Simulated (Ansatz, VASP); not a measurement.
## Two plane-wave programs on Ta

```
Ta
1.0
    -1.59964    1.59964    1.75961
     1.59964   -1.59964    1.75961
     1.59964    1.59964   -1.75961
Ta
1
Direct
  0.00000 0.00000 0.00000
```

Alike in both runs: task single point; functional r2SCAN; k mesh 22 × 22 × 22; occupations gaussian, width 0.15 eV; no spin polarisation.

|  | VASP | Ansatz |
| --- | --- | --- |
| version | VASP 6.6.1 | Ansatz 0.2.0 |
| potentials or method | VASP PAW PBE potentials, release 64 (Ta_pv), cutoff 520 eV | scalar-relativistic, plane waves, PAW |
| valence electrons in the cell | 11 | 13 |

|  | VASP | Ansatz | Ansatz less VASP |
| --- | --- | --- | --- |
| gap on the k mesh at the Fermi level (eV) | none | none | - |
| pressure (GPa) | 2.0 | 1.3 | -0.64 |
| traceless stress, the component that is largest in VASP (GPa) | -6.46 | -6.49 | -0.030 |

VASP's potentials were made for PBE, not for r2SCAN. A gap of «none» marks a metal or a gap that the smearing closes. With one functional, cell and mesh, what is left measures potentials, basis and numerics. VASP's potentials hold 11 valence electrons a cell and Ansatz's 13, so a difference there can come from the potentials and not from the codes.

Neither program's run includes spin-orbit coupling.
